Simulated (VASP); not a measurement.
# SiO2 (I4/mmm) in VASP: notebook, part 2 of 2

VASP 6.6.1. The steps go on from the part before.

**3. Single point, LDA (18.29 Å³/atom)**

This run uses another cell than the first one, of 18.29 Å³/atom.

The input, INCAR:

```
SYSTEM = SiO2
PREC = Accurate ; ENCUT = 520
EDIFF = 1E-6 ; ISMEAR = 0
SIGMA = 0.02 ; LREAL = .False.
LASPH = .True. ; NELM = 80
ALGO = Normal ; ISIF = 2
LWAVE = .False. ; LCHARG = .False.
NBANDS = 44
```

The input, KPOINTS:

```
Automatic mesh
0
Gamma
  6 6 6
  0 0 0
```

The input, POSCAR:

```
SiO2
1.0
   -4.5592420734      4.5592420734      2.6392566462
    4.5592420734     -4.5592420734      2.6392566462
    4.5592420734      4.5592420734     -2.6392566462
Si O
4 8
Direct
    0.1762769456      0.1762769456      0.3525538913
    0.8237230544      0.1762769456      0.0000000000
    0.1762769456      0.8237230544      0.0000000000
    0.8237230544      0.8237230544      0.6474461087
    0.5000000000      0.5000000000      0.5000000000
    0.0000000000      0.5000000000      0.0000000000
    0.5000000000      0.0000000000      0.0000000000
    0.0000000000      0.0000000000      0.5000000000
    0.0000000000      0.2047772729      0.2047772729
    0.7952227271      0.0000000000      0.7952227271
    0.2047772729      0.0000000000      0.2047772729
    0.0000000000      0.7952227271      0.7952227271
```

Potentials or basis: VASP PAW LDA potentials, release 64 (Si, O).

The run is started by

```sh
cat potpaw_LDA.64/Si/POTCAR potpaw_LDA.64/O/POTCAR > POTCAR
mpirun -np 1 vasp_std > vasp.out
```

OUTCAR:

```text
SYSTEM = SiO2
   PREC = Accurate
   ENCUT = 520
   EDIFF = 1E-6
   ISMEAR = 0
   LREAL = .False.
   LASPH = .True.
   NELM = 80
   ISIF = 2

 ion  position               nearest neighbor table
   1  0.176  0.176  0.353-   8 1.63   5 1.63   9 1.63  11 1.63
   2  0.824  0.176  0.000-   6 1.63   7 1.63   9 1.63  10 1.63
   3  0.176  0.824  0.000-   6 1.63   7 1.63  11 1.63  12 1.63
   4  0.824  0.824  0.647-   8 1.63   5 1.63  10 1.63  12 1.63
   5  0.500  0.500  0.500-   1 1.63   4 1.63
   6  0.000  0.500  0.000-   2 1.63   3 1.63
   7  0.500  0.000  0.000-   2 1.63   3 1.63
   8  0.000  0.000  0.500-   1 1.63   4 1.63
   9  0.000  0.205  0.205-   2 1.63   1 1.63
  10  0.795  0.000  0.795-   2 1.63   4 1.63
  11  0.205  0.000  0.205-   3 1.63   1 1.63
  12  0.000  0.795  0.795-   3 1.63   4 1.63

  LATTYP: Found a body centered tetragonal cell.
 ALAT       =     9.1184841468
 C/A-ratio  =     0.5788805691

  Lattice vectors:

 A1 = (  -4.5592420734,   4.5592420734,   2.6392566462)
 A2 = (   4.5592420734,  -4.5592420734,   2.6392566462)
 A3 = (   4.5592420734,   4.5592420734,  -2.6392566462)

Analysis of symmetry for initial positions (statically):
=====================================================================
 Subroutine PRICEL returns:
 Original cell was already a primitive cell.

 Routine SETGRP: Setting up the symmetry group for a
 body centered tetragonal supercell.

 Subroutine GETGRP returns: Found 16 space group operations
 (whereof 16 operations were pure point group operations)
 out of a pool of 16 trial point group operations.

The static configuration has the point symmetry D_4h.

Analysis of symmetry for dynamics (positions and initial velocities):
=====================================================================
 Subroutine PRICEL returns:
 Original cell was already a primitive cell.

 Routine SETGRP: Setting up the symmetry group for a
 body centered tetragonal supercell.

 Subroutine GETGRP returns: Found 16 space group operations
 (whereof 16 operations were pure point group operations)
 out of a pool of 16 trial point group operations.

The dynamic configuration has the point symmetry D_4h.

 Subroutine INISYM returns: Found 16 space group operations
 (whereof 16 operations are pure point group operations),
 and found     1 'primitive' translations

----------------------------------------------------------------------------------------

                                     Primitive cell

  volume of cell :     219.4456

  direct lattice vectors                    reciprocal lattice vectors
    -4.559242073  4.559242073  2.639256646     0.000000000  0.109667351  0.189447283
     4.559242073 -4.559242073  2.639256646     0.109667351  0.000000000  0.189447283
     4.559242073  4.559242073 -2.639256646     0.109667351  0.109667351  0.000000000

  length of vectors
     6.966997360  6.966997360  6.966997360     0.218899979  0.218899979  0.155093055

  position of ions in fractional coordinates (direct lattice)
     0.176276946  0.176276946  0.352553891
     0.823723054  0.176276946  0.000000000
[... 78 lines left out ...]
 [... further k-points ...]
   k-points           NKPTS =     30   k-points in BZ     NKDIM =     30   number of bands    NBANDS=     44
   number of dos      NEDOS =    301   number of ions     NIONS =     12
   total plane-waves  NPLWV = 157464
   dimension x,y,z NGX =    54 NGY =   54 NGZ =   54
   dimension x,y,z NGXF=   108 NGYF=  108 NGZF=  108
   ions per type =               4   8
   NGX,Y,Z   is equivalent  to a cutoff of  12.89, 12.89, 12.89 a.u.
   NGXF,Y,Z  is equivalent  to a cutoff of  25.77, 25.77, 25.77 a.u.
 SYSTEM =  SiO2
   PREC   = accura    normal or accurate (medium, high low for compatibility)
   ISTART =      0    job   : 0-new  1-cont  2-samecut
   ICHARG =      2    charge: 1-file 2-atom 10-const
   ISPIN  =      1    spin polarized calculation?
   LNONCOLLINEAR =      F non collinear calculations
   LSORBIT =      F    spin-orbit coupling
   LASPH  =      T    aspherical Exc in radial PAW
   ENCUT  =  520.0 eV  38.22 Ry    6.18 a.u.  12.95 12.95 12.95*2*pi/ulx,y,z
   NELM   =     80;   NELMIN=  2; NELMDL= -5     # of ELM steps
   EDIFF  = 0.1E-05   stopping-criterion for ELM
   LREAL  =      F    real-space projection
   EDIFFG = 0.1E-04   stopping-criterion for IOM
   NSW    =      0    number of steps for IOM
   IBRION =     -1    ionic relax: 0-MD 1-quasi-New 2-CG
   NFREE  =      0    steps in history (QN), initial steepest desc. (CG)
   ISIF   =      2    stress and relaxation
   ISYM   =      2    0-nonsym 1-usesym 2-fastsym
   POTIM  = 0.5000    time-step for ionic-motion
   TEBEG  =    0.0;   TEEND  =   0.0 temperature during run
   PSTRESS=    0.0 pullay stress
   NELECT =      64.0000    total number of electrons
   NUPDOWN=      -1.0000    fix difference up-down
   EMIN   =  10.00;   EMAX   =-10.00  energy-range for DOS
   EFERMI =   0.00;   METHOD = LEGACY
   ISMEAR =     0;   SIGMA  =   0.02  broadening in eV -4-tet -1-fermi 0-gaus
   EFERMI_NEDOS =   21; number of points for ismear=-14 and -15
   IALGO  =     38    algorithm
   IMIX   =      4    mixing-type and parameters
     AMIX     =   0.40;   BMIX     =  1.00
     AMIX_MAG =   1.60;   BMIX_MAG =  1.00
  volume/ion in A,a.u.               =      18.29       123.41
  Fermi-wavevector in a.u.,A,eV,Ry     =   1.085657  2.051594 16.036513  1.178650
  Thomas-Fermi vector in A             =   2.221775
   LORBIT       =      0    0 simple, 1 ext, 2 COOP (PROOUT), +10 PAW based schemes
   GGA     = CA    functional components
   LHFCALC =     F    Hartree Fock is set to
   AEXX    =    0.0000 exact exchange contribution
   IVDW    =     0    specifies the selected vdW correction
   LEPSILON=     F    determine dielectric tensor
   LRPA    =     F    only Hartree local field effects (RPA)
 non-spin polarized calculation
 Gauss-broadening in eV      SIGMA  =   0.02
  energy-cutoff  :      520.00
  volume of cell :      219.45
 maximum number of plane-waves:      5939
 NGX is ok and might be reduce to    54
   NGX = 25   NGY = 25   NGZ = 25

 number of electron      64.0000027 magnetization

 Free energy of the ion-electron system (eV)
  ---------------------------------------------------
  ext. energy  EPLUGINS =         0.00000000
  ---------------------------------------------------
  free energy    TOTEN  =      -103.37329257 eV

  energy without entropy =     -103.37329257  energy(sigma->0) =     -103.37329257

 E-fermi :  -1.4361     XC(G=0):  -7.6131

 val. band max:       -1.6080148060   @ k =   0.5000   0.5000   0.5000
 cond. band min:       3.5688275913   @ k =   0.0000   0.0000   0.0000
 fundamental gap:      5.1768423973
 Fermi energy:        -1.4361124521

 k-point     1 :       0.0000    0.0000    0.0000
  band No.  band energies     occupation
      1     -20.6044      2.00000
      2     -19.7623      2.00000
      3     -19.2329      2.00000
      4     -19.2329      2.00000
      5     -18.6844      2.00000
      6     -18.5870      2.00000
[... 1117 lines left out ...]
     43       9.0013      0.00000
     44       9.0784      0.00000

 [... further k-points ...]

------------------------ aborting loop because EDIFF is reached ----------------------------------------

  FORCE on cell =-STRESS in cart. coord.  units (eV):
  Direction    XX          YY          ZZ          XY          YZ          ZX
  --------------------------------------------------------------------------------------
  -------------------------------------------------------------------------------------
  Total       -9.3023668     -9.3023668     -9.4445270      0.0000000      0.0000000      0.0000000
  in kB      -67.9167856    -67.9167856    -68.9547003      0.0000000      0.0000000      0.0000000
  external PRESSURE =     -68.2627571 kB  Pullay stress =       0.0000000 kB

 VOLUME and BASIS-vectors are now :
 -----------------------------------------------------------------------------
  energy-cutoff  :      520.00
  volume of cell :      219.45
      direct lattice vectors                 reciprocal lattice vectors
    -4.559242073  4.559242073  2.639256646     0.000000000  0.109667351  0.189447283
     4.559242073 -4.559242073  2.639256646     0.109667351  0.000000000  0.189447283
     4.559242073  4.559242073 -2.639256646     0.109667351  0.109667351  0.000000000

 POSITION                                       TOTAL-FORCE (eV/Angst)
 -----------------------------------------------------------------------------------
      1.60738      1.60738     -0.00000         0.014971      0.014971      0.000000
     -2.95186      2.95186      2.63926         0.014971     -0.014971      0.000000
      2.95186     -2.95186      2.63926        -0.014971      0.014971      0.000000
      2.95186      2.95186      2.63926        -0.014971     -0.014971     -0.000000
      2.27962      2.27962      1.31963         0.000000      0.000000     -0.000000
      2.27962     -2.27962      1.31963         0.000000      0.000000     -0.000000
     -2.27962      2.27962      1.31963         0.000000      0.000000     -0.000000
      2.27962      2.27962     -1.31963         0.000000      0.000000     -0.000000
      1.86726      0.00000      0.00000         0.010413     -0.000000     -0.000000
      0.00000      7.25123      0.00000         0.000000     -0.010413     -0.000000
      0.00000      1.86726      0.00000        -0.000000      0.010413     -0.000000
      7.25123      0.00000      0.00000        -0.010413      0.000000     -0.000000
 -----------------------------------------------------------------------------------
    total drift:                                0.000000      0.000000     -0.000000

  FREE ENERGIE OF THE ION-ELECTRON SYSTEM (eV)
  ---------------------------------------------------
  free  energy   TOTEN  =      -103.3732925702 eV

  energy  without entropy=     -103.3732925702  energy(sigma->0) =     -103.37329257
```

Run time: 9 min. Hardware: 1 thread of Intel Xeon 8259CL, shared host; peak memory 0.42 GiB.

Results:

```
Free energy            : -103.3733 eV
Pressure               : -6.8 GPa
Largest force          : 0.021 eV/Å
Band gap on the k mesh : 5.18 eV
```

Forces in eV/Å, atoms in the order of the input:
```
Si   0.015  0.015  0.000
Si   0.015 -0.015  0.000
Si  -0.015  0.015  0.000
Si  -0.015 -0.015  0.000
O    0.000  0.000  0.000
O    0.000  0.000  0.000
O    0.000  0.000  0.000
O    0.000  0.000  0.000
O    0.010  0.000  0.000
O    0.000 -0.010  0.000
O    0.000  0.010  0.000
O   -0.010  0.000  0.000
```

Levels at points of the mesh, in eV from the valence-band top:
| k point | band 30 | band 31 | band 32 | band 33 | band 34 | band 35 |
| --- | --- | --- | --- | --- | --- | --- |
| (0.00, 0.00, 0.00) | -0.59 | -0.03 | 0.00 | 5.18 | 7.94 | 8.04 |
| (0.50, 0.00, 0.00) | -0.78 | -0.59 | -0.18 | 7.27 | 7.54 | 8.32 |
| (0.50, 0.50, 0.00) | -0.33 | -0.30 | -0.20 | 6.29 | 6.68 | 8.15 |
| (0.50, 0.50, 0.50) | -0.09 | 0.00 | 0.00 | 7.11 | 7.11 | 7.43 |

Caveat: the cell stands under tension. A k mesh can miss the band edges.
